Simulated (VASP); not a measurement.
# LaSb4Pd (P4/mmm) in VASP: single point with PBE

Aim: the single point of LaSb4Pd with PBE.

Program: VASP 6.6.1. These are calculated values, not measurements. Logs are shortened: lines on timing, memory, paths and dates and some standing lists are left out, and cuts for length are marked.

## Step 1: The cell of the first run

It takes space group P4/mmm (No. 123, tetragonal). The conventional cell has a = 4.539 Å, b = 4.539 Å, c = 8.472 Å, α = 90.00°, β = 90.00°, γ = 90.00°. Within 4.6 Å of La (site symmetry 4/mmm) lie 8 Sb at 3.36 Å and 4 La at 4.54 Å. Within 3.8 Å of Sb (site symmetry 2mm) lie 2 Pd at 2.87 Å and 5 Sb at 3.21 to 3.52 Å and 2 La at 3.36 Å. Within 3.8 Å of Pd (site symmetry 4/mmm) lie 8 Sb at 2.87 Å.

The cell was built from a structure type or drawn by symmetry, and may not be a known phase.

## Step 2: Single point, PBE

Contents of INCAR:

```
SYSTEM = LaSb4Pd
PREC = Accurate ; ENCUT = 520
EDIFF = 1E-6 ; ISMEAR = 0
SIGMA = 0.1 ; LREAL = .FALSE.
LASPH = .TRUE. ; NELM = 100
ALGO = Fast ; ISIF = 2
LWAVE = .FALSE. ; LCHARG = .TRUE.
GGA = PE ; LELF = .TRUE.
LVHAR = .TRUE. ; NBANDS = 30
```

Contents of KPOINTS:

```
regular mesh
0
G
  8 8 6
  0 0 0
```

Contents of POSCAR:

```
LaSb4Pd
1.0
    4.5385315022      0.0000000000      0.0000000000
    0.0000000000      4.5385315022      0.0000000000
    0.0000000000      0.0000000000      8.4716178923
La Sb Pd
1 4 1
Direct
    0.0000000000      0.0000000000      0.5000000000
    0.5000000000      0.0000000000      0.2078014814
    0.5000000000      0.0000000000      0.7921985186
    0.0000000000      0.5000000000      0.7921985186
    0.0000000000      0.5000000000      0.2078014814
    0.5000000000      0.5000000000      0.0000000000
```

Potentials or basis: VASP PAW PBE potentials, release 64 (La, Sb, Pd).

Launch:

```sh
> cat potpaw_PBE.64/La/POTCAR potpaw_PBE.64/Sb/POTCAR potpaw_PBE.64/Pd/POTCAR > POTCAR
> mpirun -np 1 vasp_std > vasp.out
```

OUTCAR:

```text
SYSTEM = LaSb4Pd
   PREC = Accurate
   ENCUT = 520
   EDIFF = 1E-6
   ISMEAR = 0
   LREAL = .FALSE.
   LASPH = .TRUE.
   NELM = 100
   ISIF = 2
   GGA = PE

 ion  position               nearest neighbor table
   1  0.000  0.000  0.500-   2 3.36   3 3.36   4 3.36   5 3.36   4 3.36   5 3.36   2 3.36   3 3.36

   2  0.500  0.000  0.208-   6 2.87   6 2.87   5 3.21   5 3.21   5 3.21   5 3.21   1 3.36   1 3.36
                             3 3.52
   3  0.500  0.000  0.792-   6 2.87   6 2.87   4 3.21   4 3.21   4 3.21   4 3.21   1 3.36   1 3.36
                             2 3.52
   4  0.000  0.500  0.792-   6 2.87   6 2.87   3 3.21   3 3.21   3 3.21   3 3.21   1 3.36   1 3.36
                             5 3.52
   5  0.000  0.500  0.208-   6 2.87   6 2.87   2 3.21   2 3.21   2 3.21   2 3.21   1 3.36   1 3.36
                             4 3.52
   6  0.500  0.500  0.000-   2 2.87   3 2.87   4 2.87   5 2.87   2 2.87   3 2.87   4 2.87   5 2.87

  LATTYP: Found a simple tetragonal cell.
 ALAT       =     4.5385315022
 C/A-ratio  =     1.8665988962

  Lattice vectors:

 A1 = (   4.5385315022,   0.0000000000,   0.0000000000)
 A2 = (   0.0000000000,   4.5385315022,   0.0000000000)
 A3 = (   0.0000000000,   0.0000000000,   8.4716178923)

Analysis of symmetry for initial positions (statically):
=====================================================================
 Subroutine PRICEL returns:
 Original cell was already a primitive cell.

 Routine SETGRP: Setting up the symmetry group for a
 simple tetragonal supercell.

 Subroutine GETGRP returns: Found 16 space group operations
 (whereof 16 operations were pure point group operations)
 out of a pool of 16 trial point group operations.

The static configuration has the point symmetry D_4h.

Analysis of symmetry for dynamics (positions and initial velocities):
=====================================================================
 Subroutine PRICEL returns:
 Original cell was already a primitive cell.

 Routine SETGRP: Setting up the symmetry group for a
 simple tetragonal supercell.

 Subroutine GETGRP returns: Found 16 space group operations
 (whereof 16 operations were pure point group operations)
 out of a pool of 16 trial point group operations.

The dynamic configuration has the point symmetry D_4h.

 Subroutine INISYM returns: Found 16 space group operations
 (whereof 16 operations are pure point group operations),
 and found     1 'primitive' translations

----------------------------------------------------------------------------------------

                                     Primitive cell

  volume of cell :     174.5007

  direct lattice vectors                    reciprocal lattice vectors
     4.538531502  0.000000000  0.000000000     0.220335586  0.000000000  0.000000000
     0.000000000  4.538531502  0.000000000     0.000000000  0.220335586  0.000000000
     0.000000000  0.000000000  8.471617892     0.000000000  0.000000000  0.118041207

  length of vectors
     4.538531502  4.538531502  8.471617892     0.220335586  0.220335586  0.118041207

  position of ions in fractional coordinates (direct lattice)
     0.000000000  0.000000000  0.500000000
     0.500000000  0.000000000  0.207801481
     0.500000000  0.000000000  0.792198519
     0.000000000  0.500000000  0.792198519
     0.000000000  0.500000000  0.207801481
     0.500000000  0.500000000  0.000000000

  ion indices of the primitive-cell ions
   primitive index   ion index
                 1           1
                 2           2
                 3           3
                 4           4
                 5           5
                 6           6

----------------------------------------------------------------------------------------

 KPOINTS: regular mesh

Automatic generation of k-mesh.
 Grid dimensions read from file:
 generate k-points for:    8    8    6

 Generating k-lattice:

  Cartesian coordinates                     Fractional coordinates (reciprocal lattice)
     0.027541948  0.000000000  0.000000000     0.125000000  0.000000000  0.000000000
     0.000000000  0.027541948  0.000000000     0.000000000  0.125000000  0.000000000
     0.000000000  0.000000000  0.019673534     0.000000000  0.000000000  0.166666667

  Length of vectors
     0.027541948  0.027541948  0.019673534

  Shift w.r.t. Gamma in fractional coordinates (k-lattice)
     0.000000000  0.000000000  0.000000000

 Subroutine IBZKPT returns following result:
 ===========================================

 Found     60 irreducible k-points:

 Following reciprocal coordinates:
            Coordinates               Weight
  0.000000  0.000000  0.000000      1.000000
  0.125000  0.000000  0.000000      4.000000
  0.250000  0.000000  0.000000      4.000000
  0.375000  0.000000  0.000000      4.000000
  0.500000  0.000000  0.000000      2.000000
  0.125000  0.125000  0.000000      4.000000
[... 16 lines left out ...]
  0.375000  0.125000  0.166667     16.000000
  0.500000  0.125000  0.166667      8.000000
 [... further k-points ...]
   k-points           NKPTS =     60   k-points in BZ     NKDIM =     60   number of bands    NBANDS=     30
   number of dos      NEDOS =    301   number of ions     NIONS =      6
   total plane-waves  NPLWV =  82944
   dimension x,y,z NGX =    36 NGY =   36 NGZ =   64
   dimension x,y,z NGXF=    72 NGYF=   72 NGZF=  128
   ions per type =               1   4   1
   NGX,Y,Z   is equivalent  to a cutoff of  13.19, 13.19, 12.56 a.u.
   NGXF,Y,Z  is equivalent  to a cutoff of  26.37, 26.37, 25.12 a.u.
 SYSTEM =  LaSb4Pd
   PREC   = accura    normal or accurate (medium, high low for compatibility)
   ISTART =      0    job   : 0-new  1-cont  2-samecut
   ICHARG =      2    charge: 1-file 2-atom 10-const
   ISPIN  =      1    spin polarized calculation?
   LNONCOLLINEAR =      F non collinear calculations
   LSORBIT =      F    spin-orbit coupling
   LASPH  =      T    aspherical Exc in radial PAW
   ENCUT  =  520.0 eV  38.22 Ry    6.18 a.u.   8.44  8.44 15.75*2*pi/ulx,y,z
   NELM   =    100;   NELMIN=  2; NELMDL= -5     # of ELM steps
   EDIFF  = 0.1E-05   stopping-criterion for ELM
   LREAL  =      F    real-space projection
[... 7 lines left out ...]
   TEBEG  =    0.0;   TEEND  =   0.0 temperature during run
   PSTRESS=    0.0 pullay stress
   NELECT =      41.0000    total number of electrons
   NUPDOWN=      -1.0000    fix difference up-down
   EMIN   =  10.00;   EMAX   =-10.00  energy-range for DOS
   EFERMI =   0.00;   METHOD = LEGACY
   ISMEAR =     0;   SIGMA  =   0.10  broadening in eV -4-tet -1-fermi 0-gaus
   EFERMI_NEDOS =   21; number of points for ismear=-14 and -15
   IALGO  =     68    algorithm
   IMIX   =      4    mixing-type and parameters
     AMIX     =   0.40;   BMIX     =  1.00
     AMIX_MAG =   1.60;   BMIX_MAG =  1.00
  volume/ion in A,a.u.               =      29.08       196.26
  Fermi-wavevector in a.u.,A,eV,Ry     =   1.010192  1.908985 13.884570  1.020487
  Thomas-Fermi vector in A             =   2.143166
   LORBIT       =      0    0 simple, 1 ext, 2 COOP (PROOUT), +10 PAW based schemes
   GGA     = PE    functional components
   LHFCALC =     F    Hartree Fock is set to
   AEXX    =    0.0000 exact exchange contribution
   IVDW    =     0    specifies the selected vdW correction
   LEPSILON=     F    determine dielectric tensor
   LRPA    =     F    only Hartree local field effects (RPA)
 non-spin polarized calculation
 RMM-DIIS sequential band-by-band and
 Gauss-broadening in eV      SIGMA  =   0.10
  energy-cutoff  :      520.00
  volume of cell :      174.50
 maximum number of plane-waves:      4736
 NGX is ok and might be reduce to    36
   NGX = 17   NGY = 17   NGZ = 31

 number of electron      40.9999992 magnetization

 Free energy of the ion-electron system (eV)
  ---------------------------------------------------
  ext. energy  EPLUGINS =         0.00000000
  ---------------------------------------------------
  free energy    TOTEN  =       -29.00684396 eV

  energy without entropy =      -28.98321994  energy(sigma->0) =      -28.99503195

 E-fermi :   7.4332     XC(G=0):  -9.7416

 val. band max:        7.4063169157   @ k =   0.1250   0.0000   0.0000
 cond. band min:       7.4351669496   @ k =   0.0000   0.0000   0.1667
 fundamental gap:      0.0288500339
 Fermi energy:         7.4331623498

 k-point     1 :       0.0000    0.0000    0.0000
  band No.  band energies     occupation
      1     -25.5935      2.00000
      2      -9.4620      2.00000
      3      -9.2630      2.00000
      4      -9.2630      2.00000
      5      -4.2744      2.00000
      6      -3.1241      2.00000
[... 22 lines left out ...]
     29      10.1595      0.00000
     30      10.4832      0.00000

 k-point     2 :       0.1250    0.0000    0.0000
  band No.  band energies     occupation
      1     -25.5925      2.00000
      2      -9.4539      2.00000
      3      -9.2886      2.00000
      4      -9.2613      2.00000
      5      -4.1612      2.00000
      6      -3.0467      2.00000
[... 22 lines left out ...]
     29       9.7509      0.00000
     30       9.8698      0.00000

 k-point     3 :       0.2500    0.0000    0.0000
  band No.  band energies     occupation
      1     -25.5902      2.00000
      2      -9.4343      2.00000
      3      -9.3494      2.00000
      4      -9.2572      2.00000
      5      -3.8286      2.00000
      6      -2.8128      2.00000
[... 22 lines left out ...]
     29       9.4525      0.00000
     30       9.5311      0.00000

 k-point     4 :       0.3750    0.0000    0.0000
  band No.  band energies     occupation
      1     -25.5878      2.00000
      2      -9.4145      2.00000
      3      -9.4086      2.00000
      4      -9.2531      2.00000
      5      -3.2966      2.00000
      6      -2.4190      2.00000
[... 22 lines left out ...]
     29       9.3465      0.00000
     30       9.4264      0.00000

 k-point     5 :       0.5000    0.0000    0.0000
  band No.  band energies     occupation
      1     -25.5869      2.00000
      2      -9.4327      2.00000
      3      -9.4062      2.00000
      4      -9.2514      2.00000
      5      -2.6521      2.00000
      6      -2.5354      2.00000
[... 22 lines left out ...]
     29       9.2530      0.00000
     30       9.4301      0.00000
[... 526 lines left out ...]
     29       9.4097      0.00000
     30       9.4947      0.00000

 k-point    22 :       0.2500    0.1250    0.1667
  band No.  band energies     occupation
      1     -25.5892      2.00000
      2      -9.4271      2.00000
      3      -9.3472      2.00000
      4      -9.2823      2.00000
      5      -3.6850      2.00000
      6      -2.7946      2.00000
[... 22 lines left out ...]
     29       9.2894      0.00000
     30       9.4667      0.00000

 k-point    23 :       0.3750    0.1250    0.1667
  band No.  band energies     occupation
      1     -25.5869      2.00000
      2      -9.4075      2.00000
      3      -9.4060      2.00000
      4      -9.2779      2.00000
      5      -3.1757      2.00000
      6      -2.3962      2.00000
[... 22 lines left out ...]
     29       9.2317      0.00000
     30       9.4228      0.00000

 k-point    24 :       0.5000    0.1250    0.1667
  band No.  band energies     occupation
      1     -25.5859      2.00000
      2      -9.4300      2.00000
      3      -9.3993      2.00000
      4      -9.2761      2.00000
      5      -2.5988      2.00000
      6      -2.4177      2.00000
[... 22 lines left out ...]
     29       9.2402      0.00000
     30       9.4382      0.00000

 [... further k-points ...]

------------------------ aborting loop because EDIFF is reached ----------------------------------------

  FORCE on cell =-STRESS in cart. coord.  units (eV):
  Direction    XX          YY          ZZ          XY          YZ          ZX
  --------------------------------------------------------------------------------------
  -------------------------------------------------------------------------------------
  Total       -0.0987702     -0.0987702     -0.1302163      0.0000000     -0.0000000      0.0000000
  in kB       -0.9068585     -0.9068585     -1.1955806      0.0000000     -0.0000000      0.0000000
  external PRESSURE =      -1.0030992 kB  Pullay stress =       0.0000000 kB

 VOLUME and BASIS-vectors are now :
 -----------------------------------------------------------------------------
  energy-cutoff  :      520.00
  volume of cell :      174.50
      direct lattice vectors                 reciprocal lattice vectors
     4.538531502  0.000000000  0.000000000     0.220335586  0.000000000  0.000000000
     0.000000000  4.538531502  0.000000000     0.000000000  0.220335586  0.000000000
     0.000000000  0.000000000  8.471617892     0.000000000  0.000000000  0.118041207

 POSITION                                       TOTAL-FORCE (eV/Angst)
 -----------------------------------------------------------------------------------
      0.00000      0.00000      4.23581        -0.000000      0.000000      0.000000
      2.26927      0.00000      1.76041         0.000000      0.000000      0.003032
      2.26927      0.00000      6.71120         0.000000      0.000000     -0.003032
      0.00000      2.26927      6.71120        -0.000000     -0.000000     -0.003032
      0.00000      2.26927      1.76041         0.000000     -0.000000      0.003032
      2.26927      2.26927      0.00000        -0.000000      0.000000      0.000000
 -----------------------------------------------------------------------------------
    total drift:                                0.000000      0.000000      0.000000

  FREE ENERGIE OF THE ION-ELECTRON SYSTEM (eV)
  ---------------------------------------------------
  free  energy   TOTEN  =       -29.0068439557 eV

  energy  without entropy=      -28.9832199421  energy(sigma->0) =      -28.99503195
```

Wall time 9.6 min (1 thread of Intel Xeon Platinum 8559C (Emerald Rapids), shared host); peak memory 0.53 GiB.

What came out:

```
Free energy            : -29.0068 eV
Pressure               : -0.1 GPa
Largest force          : 0.003 eV/Å
Band gap on the k mesh : zero (an odd number of electrons rules out a gap without spin polarisation)
```

Forces in eV/Å, atoms in the order of the input:
```
La   0.000  0.000  0.000
Sb   0.000  0.000  0.003
Sb   0.000  0.000 -0.003
Sb   0.000  0.000 -0.003
Sb   0.000  0.000  0.003
Pd   0.000  0.000  0.000
```

Caveat: spin-orbit coupling is left out, which moves the levels of the heavy elements.
